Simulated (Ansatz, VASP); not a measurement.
# One calculation of AgO, two programs

File INCAR:

```
PREC = Accurate
ENCUT = 520
EDIFF = 1E-6
ISMEAR = 0
SIGMA = 0.1
LREAL = False
LASPH = True
NELM = 60
ALGO = Normal
ISIF = 2
LWAVE = False
LCHARG = False
GGA = PS
NBANDS = 16
```

Contents of KPOINTS:

```
Automatic mesh
0
Gamma
  14 14 14
```

POSCAR

```
AgO
1.0
    0.0000000000      2.4496696083      2.4496696083
    2.4496696083      0.0000000000      2.4496696083
    2.4496696083      2.4496696083      0.0000000000
Ag O
1 1
Direct
    0.0000000000      0.0000000000      0.0000000000
    0.7500000000      0.7500000000      0.7500000000
```

Input for Ansatz:

```yaml
crystal:
  lattice:
    - [0.0, 2.4496696083, 2.4496696083]
    - [2.4496696083, 0.0, 2.4496696083]
    - [2.4496696083, 2.4496696083, 0.0]
  atoms:
    - { symbol: Ag, position: [0.0, 0.0, 0.0] }
    - { symbol: O, position: [0.75, 0.75, 0.75] }
basis:
  ecutwfc: 420
kpoints:
  mp_grid: { grid: [14, 14, 14] }
hamiltonian:
  xc: pbesol
scf:
  occupations: { method: gaussian, width: 0.1 }
output:
  forces: true
  stress: true
  eigenvalues: true
```

Alike in both runs: task single point; functional PBEsol; k mesh 14 × 14 × 14; occupations gaussian, width 0.1 eV; no spin polarisation.

|  | VASP | Ansatz |
| --- | --- | --- |
| version | VASP 6.6.1 | Ansatz 0.2.0 |
| potentials or method | VASP PAW PBE potentials, release 64 (Ag, O), cutoff 520 eV | scalar-relativistic, plane waves, PAW |
| valence electrons in the cell | 17 | 25 |

|  | VASP | Ansatz | Ansatz less VASP |
| --- | --- | --- | --- |
| gap on the k mesh at the Fermi level (eV) | none | none | - |
| pressure (GPa) | 3.4 | 3.6 | +0.20 |

VASP's potentials were made for PBE, not for PBEsol. A gap of «none» marks a metal or a gap that the smearing closes. VASP's potentials hold 17 valence electrons a cell and Ansatz's 25, so a difference there can come from the potentials and not from the codes.
